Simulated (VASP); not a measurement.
# Zn2SiN2 (R-3m) in VASP: a series of runs, part 2 of 2

VASP 6.6.1. Earlier steps stand in the parts before.

**3. Single point, PBE, collinear spin, ferromagnetic start**

This run uses another cell than the first one, of 14.43 Å³/atom.

INCAR

```
PREC = Accurate ; ENCUT = 520
EDIFF = 1E-6 ; ISMEAR = 0
SIGMA = 0.1 ; LREAL = False
LASPH = True ; NELM = 150
ALGO = Normal ; ISIF = 2
LWAVE = False ; LCHARG = True
ISPIN = 2 ; MAGMOM = 0 0 0 1 1
LORBIT = 11 ; GGA = PE
LELF = True ; LVHAR = True
NBANDS = 31
```

KPOINTS

```
Automatic mesh
0
Gamma
  6 6 6
```

POSCAR

```
Zn2SiN2
1.0
    2.2283979400      1.2865661500      4.1943213900
   -2.2283979400      1.2865661500      4.1943213900
    0.0000000000     -2.5731323000      4.1943213900
Zn Si N
2 1 2
Direct
    0.6511404500      0.6511404500      0.6511404500
    0.3488595500      0.3488595500      0.3488595500
    0.5000000000      0.5000000000      0.5000000000
    0.1676983600      0.1676983600      0.1676983600
    0.8323016400      0.8323016400      0.8323016400
```

Potentials or basis: VASP PAW PBE potentials, release 64 (Zn, Si, N).

Started as:

```
$ cat potpaw_PBE.64/Zn/POTCAR potpaw_PBE.64/Si/POTCAR potpaw_PBE.64/N/POTCAR > POTCAR
$ mpirun -np 1 vasp_std > vasp.out
```

OUTCAR:

```text
PREC = Accurate
   ENCUT = 520
   EDIFF = 1E-6
   ISMEAR = 0
   LREAL = False
   LASPH = True
   NELM = 150
   ISIF = 2
   ISPIN = 2
   LORBIT = 11
   GGA = PE

 ion  position               nearest neighbor table
   1  0.651  0.651  0.651-   3 1.90   5 2.28   2 2.60   2 2.60   2 2.60
   2  0.349  0.349  0.349-   3 1.90   4 2.28   1 2.60   1 2.60   1 2.60
   3  0.500  0.500  0.500-   1 1.90   2 1.90
   4  0.168  0.168  0.168-   2 2.28
   5  0.832  0.832  0.832-   1 2.28

  LATTYP: Found a trigonal (rhomboedric) cell.
 ALAT       =     4.9207054128
 COS(alpha) =     0.5898329586

  Lattice vectors:

 A1 = (   2.2283979400,   1.2865661500,   4.1943213900)
 A2 = (  -2.2283979400,   1.2865661500,   4.1943213900)
 A3 = (   0.0000000000,  -2.5731323000,   4.1943213900)

Analysis of symmetry for initial positions (statically):
[... 1844 lines left out ...]
  Direction    XX          YY          ZZ          XY          YZ          ZX
  --------------------------------------------------------------------------------------
  -------------------------------------------------------------------------------------
  Total       -4.0034325     -4.0034325     21.0903321     -0.0000000      0.0000000      0.0000000
  in kB      -88.9007190    -88.9007189    468.3345273     -0.0000000      0.0000000      0.0000000
  external PRESSURE =      96.8443631 kB  Pullay stress =       0.0000000 kB

 VOLUME and BASIS-vectors are now :
 -----------------------------------------------------------------------------
  energy-cutoff  :      520.00
  volume of cell :       72.15
      direct lattice vectors                 reciprocal lattice vectors
     2.228397940  1.286566150  4.194321390     0.224376441  0.129543799  0.079472530
    -2.228397940  1.286566150  4.194321390    -0.224376441  0.129543799  0.079472530
     0.000000000 -2.573132300  4.194321390     0.000000000 -0.259087598  0.079472530

 POSITION                                       TOTAL-FORCE (eV/Angst)
 -----------------------------------------------------------------------------------
      0.00000      0.00000      8.19328         0.000000     -0.000000      9.428998
      0.00000      0.00000      4.38969         0.000000      0.000000     -9.428998
      0.00000      0.00000      6.29148         0.000000     -0.000000      0.000000
      0.00000      0.00000      2.11014         0.000000      0.000000      1.780280
      0.00000      0.00000     10.47282         0.000000      0.000000     -1.780280
 -----------------------------------------------------------------------------------
    total drift:                                0.000000      0.000000     -0.000000

  FREE ENERGIE OF THE ION-ELECTRON SYSTEM (eV)
  ---------------------------------------------------
  free  energy   TOTEN  =       -13.8993017172 eV

  energy  without entropy=      -13.8881552428  energy(sigma->0) =      -13.89372848

 total charge

# of ion       s       p       d       tot
------------------------------------------
    1        0.785   0.493   9.736  11.015
    2        0.785   0.493   9.736  11.015
    3        0.845   0.859   0.000   1.704
    4        1.352   2.014   0.000   3.365
    5        1.352   2.014   0.000   3.365
--------------------------------------------------
tot          5.119   5.873  19.473  30.465

 magnetization (x)

# of ion       s       p       d       tot
------------------------------------------
    1        0.004  -0.008  -0.000  -0.005
    2        0.004  -0.008  -0.000  -0.005
    3        0.001  -0.015   0.000  -0.013
    4        0.007   0.275   0.000   0.282
    5        0.007   0.275   0.000   0.282
--------------------------------------------------
tot          0.023   0.519  -0.001   0.541
```

OSZICAR:

```text
N       E                     dE             d eps       ncg     rms          rms(c)
DAV:   1     0.279099070264E+03    0.27910E+03   -0.17702E+04  3984   0.153E+03
DAV:   2     0.162338424471E+02   -0.26287E+03   -0.24641E+03  4039   0.356E+02
DAV:   3    -0.156887196120E+02   -0.31923E+02   -0.30869E+02  4702   0.113E+02
DAV:   4    -0.165839797020E+02   -0.89526E+00   -0.89151E+00  4542   0.198E+01
DAV:   5    -0.165922189957E+02   -0.82393E-02   -0.82379E-02  4578   0.185E+00    0.107E+01
DAV:   6    -0.147798630027E+02    0.18124E+01   -0.20649E+01  5839   0.659E+01    0.101E+01
DAV:   7    -0.139511564573E+02    0.82871E+00   -0.46661E+00  5468   0.194E+01    0.370E+00
DAV:   8    -0.139047339223E+02    0.46423E-01   -0.61397E-01  4696   0.516E+00    0.945E-01
DAV:   9    -0.138978908960E+02    0.68430E-02   -0.59569E-02  4988   0.222E+00    0.343E-01
DAV:  10    -0.138985283805E+02   -0.63748E-03   -0.74283E-03  4670   0.512E-01    0.199E-01
DAV:  11    -0.138989339540E+02   -0.40557E-03   -0.13521E-03  4640   0.174E-01    0.945E-02
DAV:  12    -0.138991015574E+02   -0.16760E-03   -0.27444E-04  4645   0.682E-02    0.704E-02
DAV:  13    -0.138992342838E+02   -0.13273E-03   -0.34312E-04  4974   0.682E-02    0.301E-02
DAV:  14    -0.138992738614E+02   -0.39578E-04   -0.10593E-04  4578   0.418E-02    0.236E-02
DAV:  15    -0.138992895398E+02   -0.15678E-04   -0.37575E-05  4650   0.220E-02    0.141E-02
DAV:  16    -0.138992996169E+02   -0.10077E-04   -0.59815E-05  4775   0.269E-02    0.442E-03
DAV:  17    -0.138993014215E+02   -0.18046E-05   -0.12677E-05  4396   0.152E-02    0.258E-03
DAV:  18    -0.138993017172E+02   -0.29564E-06   -0.93103E-07  2366   0.419E-03
   1 F= -.13899302E+02 E0= -.13893728E+02  d E =-.111465E-01  mag=     0.7343
```

stdout:

```text
POSCAR found type information on POSCAR ZnSiN
 POSCAR found :  3 types and       5 ions
 scaLAPACK will be used
 LDA part: xc-table for (Slater+PW92), standard interpolation
 POSCAR, INCAR and KPOINTS ok, starting setup
 FFT: planning ... GRIDC
 FFT: planning ... GRID_SOFT
 FFT: planning ... GRID
 WAVECAR not read
 entering main loop
```

Wall time 2 min (1 thread of AMD EPYC 9R45 (Zen 5), shared host); peak memory 0.32 GiB.

What came out:

| Item | Value |
| --- | --- |
| Free energy | -13.8993 eV |
| Pressure | 9.7 GPa |
| Largest force | 9.429 eV/Å |
| Net moment | 0.73 μB per cell |
| Site moments | Zn -0.01; Si -0.01; N +0.28 μB |
| Valence electrons inside the program's atomic spheres | Zn 11.02; Si 1.70; N 3.37 |

Forces in eV/Å, atoms in the order of the input:
```
Zn   0.000  0.000  9.429
Zn   0.000  0.000 -9.429
Si   0.000  0.000  0.000
N    0.000  0.000  1.780
N    0.000  0.000 -1.780
```

Caveat: the cell stands under pressure; forces of over 1 eV/Å act on the atoms, so gaps and moduli don't describe the material at rest.
